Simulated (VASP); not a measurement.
# GaN (F-43m) in VASP: a series of runs

The runs below take GaN through single point, with LDA.

All numbers are computed with VASP 6.6.1; they aren't measurements. Logs are shortened: lines on timing, memory, paths and dates and some standing lists are left out, and cuts for length are marked.

### 1 The cell of the first run

Symmetry: F-43m, No. 216, cubic system. The conventional cell has a = 4.455 Å, b = 4.455 Å, c = 4.455 Å, α = 90.00°, β = 90.00°, γ = 90.00°. Ga (site symmetry -43m) has 4 N at 1.93 Å within 2.6 Å. Within 2.6 Å of N (site symmetry -43m) lie 4 Ga at 1.93 Å.

### 2 Single point, LDA

File INCAR:

```
PREC = Accurate
ENCUT = 520
EDIFF = 1E-6
ISMEAR = 0
SIGMA = 0.01
LREAL = False
LASPH = True
NELM = 60
ALGO = Normal
ISIF = 2
LWAVE = False
LCHARG = False
GGA = CA
NBANDS = 16
```

File KPOINTS:

```
Automatic mesh
0
Gamma
  10 10 10
```

File POSCAR:

```
GaN
1.0
    2.2277045003      2.2277045003      0.0000000000
   -2.2277045003      2.2277045003      0.0000000000
    0.0000000000      2.2277045003      2.2277045003
Ga N
1 1
Direct
    0.0000000000      0.0000000000      0.0000000000
    0.2500000000      0.7500000000      0.5000000000
```

Potentials or basis: VASP PAW LDA potentials, release 64 (Ga_d, N).

Launch:

```
$ cat potpaw_LDA.64/Ga_d/POTCAR potpaw_LDA.64/N/POTCAR > POTCAR
$ mpirun -np 1 vasp_std > vasp.out
```

OUTCAR:

```text
PREC = Accurate
   ENCUT = 520
   EDIFF = 1E-6
   ISMEAR = 0
   LREAL = False
   LASPH = True
   NELM = 60
   ISIF = 2
   GGA = CA

 ion  position               nearest neighbor table
   1  0.000  0.000  0.000-   2 1.93   2 1.93   2 1.93   2 1.93
   2  0.250  0.750  0.500-   1 1.93   1 1.93   1 1.93   1 1.93

  LATTYP: Found a face centered cubic cell.
 ALAT       =     4.4554090006

  Lattice vectors:

 A1 = (   0.0000000000,   2.2277045003,   2.2277045003)
 A2 = (   2.2277045003,   0.0000000000,   2.2277045003)
 A3 = (   2.2277045003,   2.2277045003,   0.0000000000)

Analysis of symmetry for initial positions (statically):
=====================================================================
 Subroutine PRICEL returns:
 Original cell was already a primitive cell.

 Routine SETGRP: Setting up the symmetry group for a
 face centered cubic supercell.

 Subroutine GETGRP returns: Found 24 space group operations
 (whereof 24 operations were pure point group operations)
 out of a pool of 48 trial point group operations.

The static configuration has the point symmetry T_d .

Analysis of symmetry for dynamics (positions and initial velocities):
=====================================================================
 Subroutine PRICEL returns:
 Original cell was already a primitive cell.

 Routine SETGRP: Setting up the symmetry group for a
 face centered cubic supercell.

 Subroutine GETGRP returns: Found 24 space group operations
 (whereof 24 operations were pure point group operations)
 out of a pool of 48 trial point group operations.

The dynamic configuration has the point symmetry T_d .

 Subroutine INISYM returns: Found 24 space group operations
 (whereof 24 operations are pure point group operations),
 and found     1 'primitive' translations

----------------------------------------------------------------------------------------

                                     Primitive cell

  volume of cell :      22.1107

  direct lattice vectors                    reciprocal lattice vectors
     2.227704500  2.227704500  0.000000000     0.224446285  0.224446285 -0.224446285
    -2.227704500  2.227704500  0.000000000    -0.224446285  0.224446285 -0.224446285
     0.000000000  2.227704500  2.227704500     0.000000000  0.000000000  0.448892571

  length of vectors
     3.150449917  3.150449917  3.150449917     0.388752370  0.388752370  0.448892571

  position of ions in fractional coordinates (direct lattice)
     0.000000000  0.000000000  0.000000000
     0.250000000  0.750000000  0.500000000

  ion indices of the primitive-cell ions
   primitive index   ion index
                 1           1
                 2           2

----------------------------------------------------------------------------------------

 KPOINTS: Automatic mesh

Automatic generation of k-mesh.
 Grid dimensions read from file:
 generate k-points for:   10   10   10

 Generating k-lattice:

  Cartesian coordinates                     Fractional coordinates (reciprocal lattice)
     0.022444629  0.022444629 -0.022444629     0.100000000  0.000000000  0.000000000
    -0.022444629  0.022444629 -0.022444629     0.000000000  0.100000000  0.000000000
     0.000000000  0.000000000  0.044889257     0.000000000  0.000000000  0.100000000

  Length of vectors
     0.038875237  0.038875237  0.044889257

  Shift w.r.t. Gamma in fractional coordinates (k-lattice)
     0.000000000  0.000000000  0.000000000

 Subroutine IBZKPT returns following result:
 ===========================================

 Found     47 irreducible k-points:

 Following reciprocal coordinates:
            Coordinates               Weight
  0.000000  0.000000  0.000000      1.000000
  0.100000  0.000000  0.000000      8.000000
  0.200000  0.000000  0.000000      8.000000
  0.300000  0.000000  0.000000      8.000000
  0.400000  0.000000  0.000000      8.000000
  0.500000  0.000000  0.000000      4.000000
[... 16 lines left out ...]
  0.300000  0.300000  0.000000     12.000000
  0.400000  0.300000  0.000000     24.000000
 [... further k-points ...]
   k-points           NKPTS =     47   k-points in BZ     NKDIM =     47   number of bands    NBANDS=     16
   number of dos      NEDOS =    301   number of ions     NIONS =      2
   total plane-waves  NPLWV =  13824
   dimension x,y,z NGX =    24 NGY =   24 NGZ =   24
   dimension x,y,z NGXF=    48 NGYF=   48 NGZF=   48
   ions per type =               1   1
   NGX,Y,Z   is equivalent  to a cutoff of  12.66, 12.66, 12.66 a.u.
   NGXF,Y,Z  is equivalent  to a cutoff of  25.33, 25.33, 25.33 a.u.
 SYSTEM =  unknown system
   PREC   = accura    normal or accurate (medium, high low for compatibility)
   ISTART =      0    job   : 0-new  1-cont  2-samecut
   ICHARG =      2    charge: 1-file 2-atom 10-const
   ISPIN  =      1    spin polarized calculation?
   LNONCOLLINEAR =      F non collinear calculations
   LSORBIT =      F    spin-orbit coupling
   LASPH  =      T    aspherical Exc in radial PAW
   ENCUT  =  520.0 eV  38.22 Ry    6.18 a.u.   5.86  5.86  5.86*2*pi/ulx,y,z
   NELM   =     60;   NELMIN=  2; NELMDL= -5     # of ELM steps
   EDIFF  = 0.1E-05   stopping-criterion for ELM
   LREAL  =      F    real-space projection
   EDIFFG = 0.1E-04   stopping-criterion for IOM
   NSW    =      0    number of steps for IOM
   IBRION =     -1    ionic relax: 0-MD 1-quasi-New 2-CG
   NFREE  =      0    steps in history (QN), initial steepest desc. (CG)
   ISIF   =      2    stress and relaxation
   ISYM   =      2    0-nonsym 1-usesym 2-fastsym
   POTIM  = 0.5000    time-step for ionic-motion
   TEBEG  =    0.0;   TEEND  =   0.0 temperature during run
   PSTRESS=    0.0 pullay stress
   NELECT =      18.0000    total number of electrons
   NUPDOWN=      -1.0000    fix difference up-down
   EMIN   =  10.00;   EMAX   =-10.00  energy-range for DOS
   EFERMI =   0.00;   METHOD = LEGACY
   ISMEAR =     0;   SIGMA  =   0.01  broadening in eV -4-tet -1-fermi 0-gaus
   EFERMI_NEDOS =   21; number of points for ismear=-14 and -15
   IALGO  =     38    algorithm
   IMIX   =      4    mixing-type and parameters
     AMIX     =   0.40;   BMIX     =  1.00
     AMIX_MAG =   1.60;   BMIX_MAG =  1.00
  volume/ion in A,a.u.               =      11.06        74.61
  Fermi-wavevector in a.u.,A,eV,Ry     =   1.528615  2.888663 31.792237  2.336663
  Thomas-Fermi vector in A             =   2.636349
   LORBIT       =      0    0 simple, 1 ext, 2 COOP (PROOUT), +10 PAW based schemes
   GGA     = CA    functional components
   LHFCALC =     F    Hartree Fock is set to
   AEXX    =    0.0000 exact exchange contribution
   IVDW    =     0    specifies the selected vdW correction
   LEPSILON=     F    determine dielectric tensor
   LRPA    =     F    only Hartree local field effects (RPA)
 non-spin polarized calculation
 Gauss-broadening in eV      SIGMA  =   0.01
  energy-cutoff  :      520.00
  volume of cell :       22.11
 maximum number of plane-waves:       610
   NGX = 11   NGY = 11   NGZ = 11

 number of electron      18.0000015 magnetization

 Free energy of the ion-electron system (eV)
  ---------------------------------------------------
  ext. energy  EPLUGINS =         0.00000000
  ---------------------------------------------------
  free energy    TOTEN  =       -13.94379290 eV

  energy without entropy =      -13.94379290  energy(sigma->0) =      -13.94379290

 E-fermi :   5.4938     XC(G=0): -12.3037

 val. band max:        5.4192222103   @ k =   0.0000   0.0000   0.0000
 cond. band min:       7.3912335263   @ k =   0.0000   0.0000   0.0000
 fundamental gap:      1.9720113159
 Fermi energy:         5.4938048352

 k-point     1 :       0.0000    0.0000    0.0000
  band No.  band energies     occupation
      1     -10.6885      2.00000
      2      -8.1712      2.00000
      3      -8.1712      2.00000
      4      -8.1712      2.00000
      5      -7.8169      2.00000
      6      -7.8169      2.00000
[... 8 lines left out ...]
     15      24.3618      0.00000
     16      24.3618      0.00000

 k-point     2 :       0.1000    0.0000    0.0000
  band No.  band energies     occupation
      1     -10.5687      2.00000
      2      -8.1562      2.00000
      3      -8.1562      2.00000
      4      -8.1333      2.00000
      5      -7.8184      2.00000
      6      -7.8184      2.00000
[... 8 lines left out ...]
     15      23.0799      0.00000
     16      23.0799      0.00000

 k-point     3 :       0.2000    0.0000    0.0000
  band No.  band energies     occupation
      1     -10.2669      2.00000
      2      -8.1213      2.00000
      3      -8.1213      2.00000
      4      -7.9673      2.00000
      5      -7.8173      2.00000
      6      -7.8173      2.00000
[... 8 lines left out ...]
     15      22.3047      0.00000
     16      22.3047      0.00000

 k-point     4 :       0.3000    0.0000    0.0000
  band No.  band energies     occupation
      1      -9.9491      2.00000
      2      -8.0905      2.00000
      3      -8.0905      2.00000
      4      -7.8024      2.00000
      5      -7.8024      2.00000
      6      -7.5419      2.00000
[... 8 lines left out ...]
     15      22.8132      0.00000
     16      22.8132      0.00000

 k-point     5 :       0.4000    0.0000    0.0000
  band No.  band energies     occupation
      1      -9.7649      2.00000
      2      -8.0774      2.00000
      3      -8.0774      2.00000
      4      -7.7774      2.00000
      5      -7.7774      2.00000
      6      -6.8595      2.00000
[... 8 lines left out ...]
     15      24.2578      0.00000
     16      24.2578      0.00000

 k-point     6 :       0.5000    0.0000    0.0000
  band No.  band energies     occupation
      1      -9.7132      2.00000
      2      -8.0750      2.00000
      3      -8.0750      2.00000
      4      -7.7649      2.00000
      5      -7.7649      2.00000
      6      -6.4380      2.00000
[... 8 lines left out ...]
     15      25.2912      0.00000
     16      25.2912      0.00000

 k-point     7 :       0.1000    0.1000    0.0000
  band No.  band energies     occupation
      1     -10.3883      2.00000
      2      -8.1381      2.00000
      3      -8.1274      2.00000
      4      -8.0584      2.00000
      5      -7.8305      2.00000
      6      -7.8056      2.00000
[... 8 lines left out ...]
     15      22.0167      0.00000
     16      24.5837      0.00000

 k-point     8 :       0.2000    0.1000    0.0000
  band No.  band energies     occupation
      1     -10.0838      2.00000
      2      -8.1006      2.00000
      3      -8.0949      2.00000
      4      -7.8674      2.00000
      5      -7.8348      2.00000
      6      -7.7268      2.00000
[... 8 lines left out ...]
     15      21.9709      0.00000
     16      24.4882      0.00000

 k-point     9 :       0.3000    0.1000    0.0000
  band No.  band energies     occupation
      1      -9.8270      2.00000
      2      -8.0762      2.00000
      3      -8.0690      2.00000
      4      -7.8174      2.00000
      5      -7.8020      2.00000
      6      -7.2289      2.00000
[... 8 lines left out ...]
     15      22.0572      0.00000
     16      24.6988      0.00000
[... 172 lines left out ...]
 k-point    19 :       0.5000    0.2000    0.0000
  band No.  band energies     occupation
      1      -9.6323      2.00000
      2      -8.0592      2.00000
      3      -7.9892      2.00000
      4      -7.8661      2.00000
      5      -7.7605      2.00000
      6      -6.3310      2.00000
[... 8 lines left out ...]
     15      25.8706      0.00000
     16      26.2862      0.00000

 k-point    20 :      -0.4000    0.2000    0.0000
  band No.  band energies     occupation
      1      -9.7170      2.00000
      2      -8.0502      2.00000
      3      -7.9943      2.00000
      4      -7.9133      2.00000
      5      -7.7595      2.00000
      6      -6.9919      2.00000
[... 8 lines left out ...]
     15      25.9092      0.00000
     16      26.5590      0.00000

 k-point    21 :      -0.3000    0.2000    0.0000
  band No.  band energies     occupation
      1      -9.9013      2.00000
      2      -8.0489      2.00000
      3      -8.0200      2.00000
      4      -7.9569      2.00000
      5      -7.7736      2.00000
      6      -7.5629      2.00000
[... 8 lines left out ...]
     15      26.2279      0.00000
     16      26.4141      0.00000

 k-point    22 :      -0.2000    0.2000    0.0000
  band No.  band energies     occupation
      1     -10.1369      2.00000
      2      -8.0650      2.00000
      3      -8.0650      2.00000
      4      -8.0248      2.00000
      5      -7.7979      2.00000
      6      -7.7876      2.00000
[... 8 lines left out ...]
     15      26.5497      0.00000
     16      27.1512      0.00000

 k-point    23 :       0.3000    0.3000    0.0000
  band No.  band energies     occupation
      1      -9.5992      2.00000
      2      -8.0582      2.00000
      3      -7.9567      2.00000
      4      -7.8499      2.00000
      5      -7.8143      2.00000
      6      -6.1512      2.00000
[... 8 lines left out ...]
     15      23.3406      0.00000
     16      28.1952      0.00000

 k-point    24 :       0.4000    0.3000    0.0000
  band No.  band energies     occupation
      1      -9.5641      2.00000
      2      -8.0508      2.00000
      3      -7.9221      2.00000
      4      -7.8784      2.00000
      5      -7.7814      2.00000
      6      -5.8752      2.00000
[... 8 lines left out ...]
     15      25.3965      0.00000
     16      28.4254      0.00000

 [... further k-points ...]
[... 5 lines left out ...]
  --------------------------------------------------------------------------------------
  -------------------------------------------------------------------------------------
  Total        0.1546878      0.1546878      0.1546878      0.0000000     -0.0000000     -0.0000000
  in kB       11.2089244     11.2089244     11.2089244      0.0000000     -0.0000000     -0.0000000
  external PRESSURE =      11.2089244 kB  Pullay stress =       0.0000000 kB

 VOLUME and BASIS-vectors are now :
 -----------------------------------------------------------------------------
  energy-cutoff  :      520.00
  volume of cell :       22.11
      direct lattice vectors                 reciprocal lattice vectors
     2.227704500  2.227704500  0.000000000     0.224446285  0.224446285 -0.224446285
    -2.227704500  2.227704500  0.000000000    -0.224446285  0.224446285 -0.224446285
     0.000000000  2.227704500  2.227704500     0.000000000  0.000000000  0.448892571

 POSITION                                       TOTAL-FORCE (eV/Angst)
 -----------------------------------------------------------------------------------
      0.00000      0.00000      0.00000         0.000000      0.000000      0.000000
     -1.11385      3.34156      1.11385        -0.000000     -0.000000     -0.000000
 -----------------------------------------------------------------------------------
    total drift:                                0.000002      0.000000      0.000000

  FREE ENERGIE OF THE ION-ELECTRON SYSTEM (eV)
  ---------------------------------------------------
  free  energy   TOTEN  =       -13.9437929024 eV

  energy  without entropy=      -13.9437929024  energy(sigma->0) =      -13.94379290
```

Wall time 18 s (1 thread of Intel Xeon 8259CL, shared host); peak memory 0.13 GiB.

What came out:

```
Free energy            : -13.9438 eV
Pressure               : 1.1 GPa
Band gap on the k mesh : 1.97 eV, direct
```

### 3 Single point, LDA

This run uses another cell than the first one, of 10.95 Å³/atom, 0.991 times its volume.

File INCAR:

```
PREC = Accurate
ENCUT = 520
EDIFF = 1E-7
ISMEAR = 0
SIGMA = 0.01
LREAL = F
LASPH = T
NELM = 100
ALGO = Normal
ISIF = 2
LWAVE = F
LCHARG = F
NBANDS = 16
```

File KPOINTS:

```
regular mesh
0
Gamma
  10 10 10
```

File POSCAR:

```
GaN
1.0
    2.2206567818      2.2206567818      0.0000000000
   -2.2206567818      2.2206567818      0.0000000000
    0.0000000000      2.2206567818      2.2206567818
Ga N
1 1
Direct
    0.0000000000      0.0000000000      0.0000000000
    0.2500000000      0.7500000000      0.5000000000
```

Potentials or basis: VASP PAW LDA potentials, release 64 (Ga_d, N).

Launch:

```
$ cat potpaw_LDA.64/Ga_d/POTCAR potpaw_LDA.64/N/POTCAR > POTCAR
$ mpirun -np 1 vasp_std > vasp.out
```

Wall time 14 s (1 thread of Intel Xeon 8259CL, shared host); peak memory 0.14 GiB.

Results (log left out):

```yaml
Free_energy: -13.9409 eV
Pressure: 3.1 GPa
Band_gap_on_the_k_mesh: 2.03 eV, direct
```

Levels at points of the mesh, in eV from the valence-band top:
```csv
k point,band 6,band 7,band 8,band 9,band 10,band 11,band 12,band 13
"(0.00, 0.00, 0.00)",-13.24,0.00,0.00,0.00,2.03,10.39,10.39,10.39
"(0.50, 0.00, 0.00)",-11.86,-7.42,-1.04,-1.04,4.85,8.82,10.43,10.43
"(0.50, 0.50, 0.00)",-11.39,-6.39,-2.89,-2.89,3.26,6.74,11.82,14.22
```

### 4 Single point, LDA

This run uses another cell than the first one, of 10.95 Å³/atom, 0.991 times its volume.

INCAR, as its differences from that of step 3:

```diff
@@ -2,3 +2,3 @@
 ENCUT = 520
-EDIFF = 1E-7
+EDIFF = 1E-6
 ISMEAR = 0
@@ -12,2 +12,3 @@
 LCHARG = F
+GGA = CA
 NBANDS = 16
```

KPOINTS is that of step 3.

POSCAR is that of step 3.

Launch:

```
$ cat potpaw_LDA.64/Ga_d/POTCAR potpaw_LDA.64/N/POTCAR > POTCAR
$ mpirun -np 1 vasp_std > vasp.out
```

Run time: 16 s. Hardware: 1 thread of Intel Xeon 8259CL, shared host; peak memory 0.14 GiB.

It converged, with:

```yaml
Free_energy: -13.9409 eV
Pressure: 3.1 GPa
Band_gap_on_the_k_mesh: 2.03 eV, direct
```

Levels at points of the mesh, in eV from the valence-band top:
```csv
k point,band 7,band 8,band 9,band 10,band 11,band 12
"(0.00, 0.00, 0.00)",0.00,0.00,0.00,2.03,10.39,10.39
"(0.50, 0.00, 0.00)",-7.42,-1.04,-1.04,4.85,8.82,10.43
"(0.50, 0.50, 0.00)",-6.39,-2.89,-2.89,3.26,6.74,11.82
```

### 5 Single point, LDA

This run uses another cell than the first one, of 10.85 Å³/atom, 0.981 times its volume.

File INCAR:

```
SYSTEM = GaN
ALGO = Normal
EDIFF = 1E-6
ENCUT = 520
ISIF = 2
ISMEAR = 0
LASPH = .TRUE.
LCHARG = .FALSE.
LREAL = .FALSE.
LWAVE = .FALSE.
NBANDS = 16
NELM = 100
PREC = Accurate
SIGMA = 0.01
```

File KPOINTS:

```
k-points
0
G
  10 10 10
  0 0 0
```

File POSCAR:

```
GaN
1.0
    2.2136479014      2.2136479014      0.0000000000
   -2.2136479014      2.2136479014      0.0000000000
    0.0000000000      2.2136479014      2.2136479014
Ga N
1 1
Direct
    0.0000000000      0.0000000000      0.0000000000
    0.2500000000      0.7500000000      0.5000000000
```

Launch:

```
$ cat potpaw_LDA.64/Ga_d/POTCAR potpaw_LDA.64/N/POTCAR > POTCAR
$ mpirun -np 1 vasp_std > vasp.out
```

It took 17 s on 1 thread of Intel Xeon 8259CL, shared host; peak memory 0.14 GiB.

The run converged. Its results:

| Item | Value |
| --- | --- |
| Free energy | -13.9354 eV |
| Pressure | 5.2 GPa |
| Band gap on the k mesh | 2.10 eV, direct |

Levels at points of the mesh, in eV from the valence-band top:
```
           k point  band 5  band 6  band 7  band 8  band 9  band 10  band 11  band 12  band 13  band 14
(0.00, 0.00, 0.00)  -13.24  -13.24    0.00    0.00    0.00     2.10    10.44    10.44    10.44    18.02
(0.50, 0.00, 0.00)  -13.19  -11.86   -7.48   -1.05   -1.05     4.91     8.86    10.48    10.48    15.85
(0.50, 0.50, 0.00)  -13.15  -11.39   -6.43   -2.93   -2.93     3.26     6.79    11.89    14.32    14.32
```

### 6 Summary

| cell | gap on the mesh (eV) | pressure (GPa) |
| --- | --- | --- |
| a = 3.150 Å, angles 60.0, 60.0, 90.0°, 2 atoms | 1.97 | 1.1 |
| a = 3.140 Å, angles 60.0, 60.0, 90.0°, 2 atoms | 2.03 | 3.1 |
| a = 3.131 Å, angles 60.0, 60.0, 90.0°, 2 atoms | 2.10 | 5.2 |

Alike in all rows: task single point; level LDA; potentials or basis VASP PAW LDA potentials, release 64 (Ga_d, N); no spin polarisation; k mesh 10 × 10 × 10; cutoff (eV) 520; smearing gaussian 0.01 eV.

Absolute energies hang on the potentials; compare differences alone.
